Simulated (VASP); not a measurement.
The system is Co.

```xyz
2
Lattice="2.5045 0.0000 0.0000 -1.2523 2.1690 0.0000 0.0000 0.0000 4.0741" Properties=species:S:1:pos:R:3 pbc="T T T"
Co    1.2523    0.7230    3.0555
Co    0.0000    1.4460    1.0185
```

Base run:

```yaml
Program: VASP 6.6.1
Functional: BLYP
Dispersion: D4
Potentials_or_basis: VASP PAW PBE potentials, release 64 (Co)
Cutoff: 520 eV
k_mesh: 12 × 12 × 7
Occupations: fermi-dirac, width 0.05 eV
Spin: collinear spin, ferromagnetic start
Starting_moments: "[2.0, 2.0] μB"
```

Its results: pressure -6.8 GPa; net moment 3.20 μB per cell; site moments Co +1.62 μB.

Q: The run is repeated on the same cell with these changes: functional from BLYP to PBE exchange alone; dispersion from D4 to none. What comes out?

A: Pressure 22.4 GPa; net moment 3.34 μB per cell; site moments Co +1.70 μB.

Several settings changed at once.

Caveats: the cell stands under tension (at least some runs); the PAW data sets were made with another functional, which shifts forces and pressure a little (at least some runs); the cell stands under pressure (at least some runs).
